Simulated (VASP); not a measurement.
Here is a VASP 6.6.1 calculation.

Contents of INCAR:

```
  PREC = Accurate
  ENCUT = 520
  EDIFF = 1E-6
  ISMEAR = 0
  SIGMA = 0.1
  LREAL = False
  LASPH = True
  NELM = 100
  ALGO = Normal
  ISIF = 2
  LWAVE = False
  LCHARG = False
  LDIPOL = True
  IDIPOL = 3
  DIPOL = 0.5 0.5 0.390
  GGA = PE
  NBANDS = 42
```

File KPOINTS:

```
Automatic mesh
0
Gamma
  9 9 1
```

POSCAR

```
Ti5O
1.0
    2.9381632086      0.0000000000      0.0000000000
   -1.4690816043      2.5445239791      0.0000000000
    0.0000000000      0.0000000000     24.7117068140
Ti O
5 1
Direct
    0.6666666667      0.3333333333      0.1618666015
    0.3333333333      0.6666666667      0.2559609806
    0.6666666667      0.3333333333      0.3506708119
    0.3333333333      0.6666666667      0.4475655916
    0.6666666667      0.3333333333      0.5346335206
    0.6666666667      0.6666666667      0.5883219732
```

Potentials or basis: VASP PAW PBE potentials, release 64 (Ti_sv, O).

Launch:

```bash
$ cat potpaw_PBE.64/Ti_sv/POTCAR potpaw_PBE.64/O/POTCAR > POTCAR
$ mpirun -np 1 vasp_std > vasp.out
```

(1) What does it give for the band gap on the k mesh?

(2) Estimate the largest force.

Answers

(1) zero (bands 33 and 34 overlap by 0.92 eV).

(2) 2.885 eV/Å.
